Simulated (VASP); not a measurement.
# TePb (wurtzite type) (P6_3mc) in VASP: relaxation of cell and atoms with PBE

Aim: the relaxation of cell and atoms of TePb (wurtzite type) with PBE.

Program: VASP 6.6.1. These are calculated values, not measurements. Logs are shortened: lines on timing, memory, paths and dates and some standing lists are left out, and cuts for length are marked.

## Step 1: The cell of the first run

It takes space group P6_3mc (No. 186, hexagonal). Conventional cell: a = 4.438 Å, b = 4.438 Å, c = 7.235 Å, α = 90.00°, β = 90.00°, γ = 120.00°. Pb (site symmetry 3m) has 4 Te at 2.71 to 2.72 Å within 3.6 Å. Within 3.6 Å of Te (site symmetry 3m) lie 4 Pb at 2.71 to 2.72 Å.

## Step 2: Relaxation of cell and atoms, PBE, target pressure 17 GPa, at which the enthalpy is minimised

INCAR reads:

```
PREC = Accurate
ENCUT = 600
EDIFF = 1E-6
ISMEAR = -1
SIGMA = 0.05
LREAL = F
LASPH = T
NELM = 60
ALGO = Normal
ISIF = 3
LWAVE = F
LCHARG = F
GGA = PE
IBRION = 2
NSW = 60
EDIFFG = -0.005
PSTRESS = 170.0
```

KPOINTS reads:

```
regular mesh
0
Gamma
  9 9 5
```

POSCAR reads:

```
TePb
1.0
    4.4383695196      0.0000000000      0.0000000000
   -2.2191847598      3.8437407553      0.0000000000
    0.0000000000      0.0000000000      7.2345423169
Pb Te
2 2
Direct
    0.3333333333      0.6666666667      0.0000000000
    0.6666666667      0.3333333333      0.5000000000
    0.3333333333      0.6666666667      0.3760000000
    0.6666666667      0.3333333333      0.8760000000
```

Potentials or basis: VASP PAW PBE potentials, release 64 (Pb_d, Te).

Command:

```console
> cat potpaw_PBE.64/Pb_d/POTCAR potpaw_PBE.64/Te/POTCAR > POTCAR
> mpirun -np 1 vasp_std > vasp.out
```

OUTCAR:

```text
PREC = Accurate
   ENCUT = 600
   EDIFF = 1E-6
   ISMEAR = -1
   LREAL = F
   LASPH = T
   NELM = 60
   ISIF = 3
   GGA = PE
   IBRION = 2
   NSW = 60
   EDIFFG = -0.005
   PSTRESS = 170.0

 ion  position               nearest neighbor table
   1  0.333  0.667  0.000-   4 2.71   4 2.71   4 2.71   3 2.72
   2  0.667  0.333  0.500-   3 2.71   3 2.71   3 2.71   4 2.72
   3  0.333  0.667  0.376-   2 2.71   2 2.71   2 2.71   1 2.72
   4  0.667  0.333  0.876-   1 2.71   1 2.71   1 2.71   2 2.72

  LATTYP: Found a hexagonal cell.
 ALAT       =     4.4383695196
 C/A-ratio  =     1.6300000000

  Lattice vectors:

 A1 = (   4.4383695196,   0.0000000000,   0.0000000000)
 A2 = (  -2.2191847598,   3.8437407553,   0.0000000000)
 A3 = (   0.0000000000,   0.0000000000,   7.2345423169)

Analysis of symmetry for initial positions (statically):
=====================================================================
 Subroutine PRICEL returns:
 Original cell was already a primitive cell.

 Routine SETGRP: Setting up the symmetry group for a
 hexagonal supercell.

 Subroutine GETGRP returns: Found 12 space group operations
 (whereof  6 operations were pure point group operations)
 out of a pool of 24 trial point group operations.

The static configuration has the point symmetry C_3v.
 The point group associated with its full space group is C_6v.

Analysis of symmetry for dynamics (positions and initial velocities):
=====================================================================
 Subroutine PRICEL returns:
 Original cell was already a primitive cell.

 Routine SETGRP: Setting up the symmetry group for a
 hexagonal supercell.

 Subroutine GETGRP returns: Found 12 space group operations
 (whereof  6 operations were pure point group operations)
 out of a pool of 24 trial point group operations.

The dynamic configuration has the point symmetry C_3v.
 The point group associated with its full space group is C_6v.

 Subroutine INISYM returns: Found 12 space group operations
 (whereof  6 operations are pure point group operations),
 and found     1 'primitive' translations

----------------------------------------------------------------------------------------

                                     Primitive cell

  volume of cell :     123.4209

  direct lattice vectors                    reciprocal lattice vectors
     4.438369520  0.000000000  0.000000000     0.225307964  0.130081614  0.000000000
    -2.219184760  3.843740755  0.000000000     0.000000000  0.260163227  0.000000000
     0.000000000  0.000000000  7.234542317     0.000000000  0.000000000  0.138225745

  length of vectors
     4.438369520  4.438369520  7.234542317     0.260163227  0.260163227  0.138225745

  position of ions in fractional coordinates (direct lattice)
     0.333333333  0.666666667  0.000000000
     0.666666667  0.333333333  0.500000000
     0.333333333  0.666666667  0.376000000
     0.666666667  0.333333333  0.876000000

  ion indices of the primitive-cell ions
   primitive index   ion index
                 1           1
                 2           2
                 3           3
                 4           4

----------------------------------------------------------------------------------------

 KPOINTS: regular mesh

Automatic generation of k-mesh.
 Grid dimensions read from file:
 generate k-points for:    9    9    5

 Generating k-lattice:

  Cartesian coordinates                     Fractional coordinates (reciprocal lattice)
     0.025034218  0.014453513  0.000000000     0.111111111 -0.000000000  0.000000000
     0.000000000  0.028907025  0.000000000     0.000000000  0.111111111  0.000000000
     0.000000000  0.000000000  0.027645149     0.000000000  0.000000000  0.200000000

  Length of vectors
     0.028907025  0.028907025  0.027645149

  Shift w.r.t. Gamma in fractional coordinates (k-lattice)
     0.000000000  0.000000000  0.000000000

 Subroutine IBZKPT returns following result:
 ===========================================

 Found     36 irreducible k-points:

 Following reciprocal coordinates:
            Coordinates               Weight
  0.000000  0.000000  0.000000      1.000000
  0.111111  0.000000  0.000000      6.000000
  0.222222 -0.000000  0.000000      6.000000
  0.333333 -0.000000  0.000000      6.000000
  0.444444 -0.000000  0.000000      6.000000
  0.111111  0.111111  0.000000      6.000000
[... 16 lines left out ...]
  0.333333  0.222222  0.200000     24.000000
  0.333333  0.333333  0.200000      4.000000
 [... further k-points ...]
   k-points           NKPTS =     36   k-points in BZ     NKDIM =     36   number of bands    NBANDS=     24
   number of dos      NEDOS =    301   number of ions     NIONS =      4
   total plane-waves  NPLWV =  77760
   dimension x,y,z NGX =    36 NGY =   36 NGZ =   60
   dimension x,y,z NGXF=    72 NGYF=   72 NGZF=  120
   ions per type =               2   2
   NGX,Y,Z   is equivalent  to a cutoff of  13.48, 13.48, 13.79 a.u.
   NGXF,Y,Z  is equivalent  to a cutoff of  26.97, 26.97, 27.58 a.u.
 SYSTEM =  unknown system
   PREC   = accura    normal or accurate (medium, high low for compatibility)
   ISTART =      0    job   : 0-new  1-cont  2-samecut
   ICHARG =      2    charge: 1-file 2-atom 10-const
   ISPIN  =      1    spin polarized calculation?
   LNONCOLLINEAR =      F non collinear calculations
   LSORBIT =      F    spin-orbit coupling
   LASPH  =      T    aspherical Exc in radial PAW
   ENCUT  =  600.0 eV  44.10 Ry    6.64 a.u.   8.86  8.86 14.45*2*pi/ulx,y,z
   NELM   =     60;   NELMIN=  2; NELMDL= -5     # of ELM steps
   EDIFF  = 0.1E-05   stopping-criterion for ELM
   LREAL  =      F    real-space projection
   EDIFFG = -.5E-02   stopping-criterion for IOM
   NSW    =     60    number of steps for IOM
   IBRION =      2    ionic relax: 0-MD 1-quasi-New 2-CG
   NFREE  =      1    steps in history (QN), initial steepest desc. (CG)
   ISIF   =      3    stress and relaxation
   ISYM   =      2    0-nonsym 1-usesym 2-fastsym
   POTIM  = 0.5000    time-step for ionic-motion
   TEBEG  =    0.0;   TEEND  =   0.0 temperature during run
   PSTRESS=  170.0 pullay stress
   NELECT =      40.0000    total number of electrons
   NUPDOWN=      -1.0000    fix difference up-down
   EMIN   =  10.00;   EMAX   =-10.00  energy-range for DOS
   EFERMI =   0.00;   METHOD = LEGACY
   ISMEAR =    -1;   SIGMA  =   0.05  broadening in eV -4-tet -1-fermi 0-gaus
   EFERMI_NEDOS =   21; number of points for ismear=-14 and -15
   IALGO  =     38    algorithm
   IMIX   =      4    mixing-type and parameters
     AMIX     =   0.40;   BMIX     =  1.00
     AMIX_MAG =   1.60;   BMIX_MAG =  1.00
  volume/ion in A,a.u.               =      30.86       208.22
  Fermi-wavevector in a.u.,A,eV,Ry     =   1.124515  2.125025 17.205033  1.264534
  Thomas-Fermi vector in A             =   2.261187
   LORBIT       =      0    0 simple, 1 ext, 2 COOP (PROOUT), +10 PAW based schemes
   GGA     = PE    functional components
   LHFCALC =     F    Hartree Fock is set to
   AEXX    =    0.0000 exact exchange contribution
   IVDW    =     0    specifies the selected vdW correction
   LEPSILON=     F    determine dielectric tensor
   LRPA    =     F    only Hartree local field effects (RPA)
 conjugate gradient relaxation of ions
 non-spin polarized calculation
  energy-cutoff  :      600.00
  volume of cell :      123.42
 maximum number of plane-waves:      4149
 NGX is ok and might be reduce to    36
   NGX = 17   NGY = 17   NGZ = 29

--------------------------------------- Ionic step        1  -------------------------------------------

 number of electron      39.9999998 magnetization

 Free energy of the ion-electron system (eV)
  ---------------------------------------------------
  ext. energy  EPLUGINS =         0.00000000
  ---------------------------------------------------
  free energy    TOTEN  =        -9.98205244 eV

  energy without entropy =       -9.97904551  energy(sigma->0) =       -9.98054897

------------------------ aborting loop because EDIFF is reached ----------------------------------------

  FORCE on cell =-STRESS in cart. coord.  units (eV):
  Direction    XX          YY          ZZ          XY          YZ          ZX
  --------------------------------------------------------------------------------------
  -------------------------------------------------------------------------------------
  Total       23.3744901     23.3744901     21.8299953      0.0000000      0.0000000     -0.0000000
  in kB      303.4339161    303.4339161    283.3841906      0.0000000      0.0000000     -0.0000000
  external PRESSURE =     126.7506743 kB  Pullay stress =     170.0000000 kB
[... 25 lines left out ...]
  enthalpy is  TOTEN    =         3.1135941372 eV   P V=       13.0956465728

--------------------------------------- Ionic step        2  -------------------------------------------

 number of electron      40.0000016 magnetization

 E-fermi :   4.4414     XC(G=0):  -7.9271

 val. band max:        3.9182461054   @ k =   0.3333   0.3333   0.0000
 cond. band min:       5.0474379225   @ k =   0.1111   0.1111   0.0000
 fundamental gap:      1.1291918171
 Fermi energy:         4.4414111674

 k-point     1 :       0.0000    0.0000    0.0000
  band No.  band energies     occupation
      1     -13.1890      2.00000
      2     -13.1680      2.00000
      3     -13.1623      2.00000
      4     -13.1623      2.00000
      5     -13.1572      2.00000
      6     -13.1572      2.00000
[... 710 lines left out ...]
  FREE ENERGIE OF THE ION-ELECTRON SYSTEM (eV)
  ---------------------------------------------------
  free  energy   TOTEN  =       -12.3560670770 eV

  energy  without entropy=      -12.3559005917  energy(sigma->0) =      -12.35598383

  enthalpy is  TOTEN    =         2.5368506175 eV   P V=       14.8929176945

[... ionic steps 4 to 49 ...]

--------------------------------------- Ionic step       50  -------------------------------------------

 number of electron      40.0000012 magnetization

------------------------ aborting loop because EDIFF is reached ----------------------------------------

  FORCE on cell =-STRESS in cart. coord.  units (eV):
  Direction    XX          YY          ZZ          XY          YZ          ZX
  --------------------------------------------------------------------------------------
  -------------------------------------------------------------------------------------
  Total       13.7589567     13.7589567     13.7409939      0.0000000      0.0000000      0.0000000
  in kB      169.6076273    169.6076264    169.3861987      0.0000000      0.0000000      0.0000000
  external PRESSURE =      -0.4661825 kB  Pullay stress =     170.0000000 kB
[... 65 lines left out ...]
  enthalpy is  TOTEN    =         0.9556345809 eV   P V=       13.7863824189

--------------------------------------- Ionic step       52  -------------------------------------------

 number of electron      40.0000012 magnetization

 Free energy of the ion-electron system (eV)
  ---------------------------------------------------
  ext. energy  EPLUGINS =         0.00000000
  ---------------------------------------------------
  free energy    TOTEN  =       -12.82975000 eV

  energy without entropy =      -12.82946001  energy(sigma->0) =      -12.82960501

 E-fermi :   6.9874     XC(G=0):  -9.1820

 val. band max:        6.6989280615   @ k =   0.3333   0.3333   0.4000
 cond. band min:       7.2783517718   @ k =   0.1111   0.0000   0.0000
 fundamental gap:      0.5794237103
 Fermi energy:         6.9873883712

 k-point     1 :       0.0000    0.0000    0.0000
  band No.  band energies     occupation
      1     -10.6783      2.00000
      2     -10.5382      2.00000
      3     -10.5382      2.00000
      4     -10.5363      2.00000
      5     -10.5363      2.00000
      6     -10.5019      2.00000
[... 670 lines left out ...]
  FREE ENERGIE OF THE ION-ELECTRON SYSTEM (eV)
  ---------------------------------------------------
  free  energy   TOTEN  =       -12.8297500027 eV

  energy  without entropy=      -12.8294600083  energy(sigma->0) =      -12.82960501

  enthalpy is  TOTEN    =         0.9556346474 eV   P V=       13.7853846501

 reached required accuracy - stopping structural energy minimisation
```

Run time: 45 min. Hardware: 1 thread of AMD EPYC 9R45 (Zen 5), shared host; peak memory 0.33 GiB.

What came out:

| Item | Value |
| --- | --- |
| Free energy | -12.8298 eV |
| Relaxed volume | 32.48 Å³/atom |
| Relaxed cell | a = 4.994 Å, b = 4.994 Å, c = 6.015 Å, α = 90.00°, β = 90.00°, γ = 120.00° |
| Space group after relaxing (to 0.1 Å) | P6_3/mmc (No. 194) |
| Energy change on relaxing (the run minimises the enthalpy) | -711.9 meV/atom |
| Ionic steps | 52 |
| Pressure after relaxing | 17.0 GPa |
| Band gap on the k mesh | 0.58 eV (least direct gap 1.20 eV) |

Step by step:
```
step  energy change (eV)  largest force (eV/Å)  pressure (GPa)  volume (Å³)
   1              0.0000                0.1412           29.68       123.42
   3             -2.3740                0.0701           16.34       140.36
   5             -2.2392                0.0605           17.11       139.07
   7             -2.2433                0.3786           17.16       138.95
   9             -2.1757                2.1413           17.70       137.64
  11             -2.1538                2.3272           17.80       137.46
  13             -2.1540                2.3330           17.80       137.46
  15             -2.1548                2.3611           17.80       137.46
  17             -2.1569                2.4751           17.78       137.44
  19             -2.1447                2.9440           17.77       137.30
  21             -2.1778                3.0413           17.62       137.32
  23             -2.2562                3.4610           17.20       137.20
  25             -2.2166                3.6356           17.29       137.12
  27             -2.5959                2.8947           15.92       137.29
  29             -2.4368                0.1045           14.80       137.28
  31             -3.0139                1.4236           14.52       136.62
  33             -2.1489                0.0726           19.53       128.19
  35             -2.9180                0.5945           16.22       131.74
  37             -2.2153                0.4419           21.11       124.91
  39             -2.5787                0.4588           18.68       127.95
  41             -2.8624                0.0994           16.91       130.21
  43             -2.8500                0.0494           16.98       129.95
  45             -2.8692                0.0417           16.85       130.13
  47             -2.8355                0.0320           17.07       129.81
  49             -2.8398                0.0036           17.05       129.85
  51             -2.8487                0.0010           16.98       129.93
  52             -2.8477                0.0013           16.99       129.92
```

Final structure:
```
CELL_PARAMETERS angstrom
4.99390 0.00000 0.00000
-2.49695 4.32485 0.00000
0.00000 0.00000 6.01547
ATOMIC_POSITIONS crystal
Pb 0.33333 0.66667 0.93802
Pb 0.66667 0.33333 0.43802
Te 0.33333 0.66667 0.43798
Te 0.66667 0.33333 0.93798
```

Caveat: the cell is relaxed towards a set pressure, so the run minimises the enthalpy, not the energy; a cell axis changed by over 15 % at a fixed basis, so the end point is rough; spin-orbit coupling is left out, which moves the levels of the heavy elements. A k mesh can miss the band edges.
